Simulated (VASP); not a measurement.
## TaSi2: relaxation of the atoms with PBEsol

TaSi2, a slab with vacuum:

```
Ta Si
1.0
     4.76086    0.00000    0.00000
    -2.38043    4.12303    0.00000
     0.00000    0.00000   21.55578
Ta Si
4 8
Direct
  0.50000 0.50000 0.34793
  0.00000 0.50000 0.44931
  0.50000 0.00000 0.55069
  0.50000 0.50000 0.65207
  0.15927 0.84073 0.34793
  0.84073 0.15927 0.34793
  0.68146 0.84073 0.44931
  0.31854 0.15927 0.44931
  0.84073 0.68146 0.55069
  0.15927 0.31854 0.55069
  0.15927 0.84073 0.65207
  0.84073 0.15927 0.65207
```

```yaml
Program: VASP 6.6.1
Task: relaxation of the atoms
Functional: PBEsol
Potentials_or_basis: VASP PAW PBE potentials, release 64 (Ta_pv, Si)
Cutoff: 520 eV
k_mesh: 9 × 9 × 1
Occupations: gaussian, width 0.1 eV
Spin: no spin polarisation
Dipole_correction: yes
Further_INCAR_settings: ALGO = Normal; EDIFF = 1e-06; IBRION = 2; EDIFFG = -0.02; NSW = 80
```

The energy gained by relaxing is 21.9 meV/atom, the ionic steps are 10 and the largest force after relaxing is 0.013 eV/Å. The band gap on the k mesh is zero (bands 38 and 39 overlap by 0.48 eV).

Forces in eV/Å, atoms in the order of the input:
```
Ta   0.000  0.000 -0.004
Ta   0.000  0.000  0.003
Ta   0.000  0.000 -0.003
Ta   0.000  0.000  0.004
Si  -0.009 -0.009 -0.001
Si   0.009  0.009 -0.001
Si   0.005 -0.006 -0.005
Si  -0.005  0.006 -0.005
Si  -0.008  0.001  0.005
Si   0.008 -0.001  0.005
Si   0.003  0.012  0.001
Si  -0.003 -0.012  0.001
```

Step by step:
```csv
step,energy change (eV),largest force (eV/Å),pressure (GPa)
1,0.0000,1.1772,-2.34
2,-0.1918,0.4165,-2.07
3,-0.2060,0.3286,-1.93
4,-0.2345,0.2282,-2.08
5,-0.2476,0.2631,-2.24
6,-0.2605,0.0969,-2.31
7,-0.2605,0.1024,-2.31
8,-0.2628,0.0388,-2.36
9,-0.2631,0.0278,-2.39
10,-0.2633,0.0129,-2.42
```

Final structure:
```yaml
crystal:
  lattice:
    - [4.76086, 0.00000, 0.00000]
    - [-2.38043, 4.12303, 0.00000]
    - [0.00000, 0.00000, 21.55578]
  atoms:
    - { symbol: Ta, position: [0.50000, 0.50000, 0.35067] }
    - { symbol: Ta, position: [0.00000, 0.50000, 0.45040] }
    - { symbol: Ta, position: [0.50000, 0.00000, 0.54960] }
    - { symbol: Ta, position: [0.50000, 0.50000, 0.64933] }
    - { symbol: Si, position: [0.17238, 0.83027, 0.34448] }
    - { symbol: Si, position: [0.82762, 0.16973, 0.34448] }
    - { symbol: Si, position: [0.68228, 0.83754, 0.44853] }
    - { symbol: Si, position: [0.31772, 0.16246, 0.44853] }
    - { symbol: Si, position: [0.83754, 0.68228, 0.55147] }
    - { symbol: Si, position: [0.16246, 0.31772, 0.55147] }
    - { symbol: Si, position: [0.16973, 0.82762, 0.65552] }
    - { symbol: Si, position: [0.83027, 0.17238, 0.65552] }
```

Levels at points of the mesh, in eV from the Fermi level:
```tsv
k point	band 36	band 37	band 38	band 39	band 40	band 41
(0.00, 0.00, 0.00)	-1.01	0.07	0.23	0.43	0.51	0.64
```

Run time: 21 min on 4 MPI ranks on Intel(R) Xeon(R) Platinum 8375C CPU @ 2.90GHz (Ice Lake) (shared host), peak memory 0.75 GiB a rank.

Caveat: the PAW data sets were made with another functional, which shifts forces and pressure a little; spin-orbit coupling is left out, which moves the levels of the heavy elements.
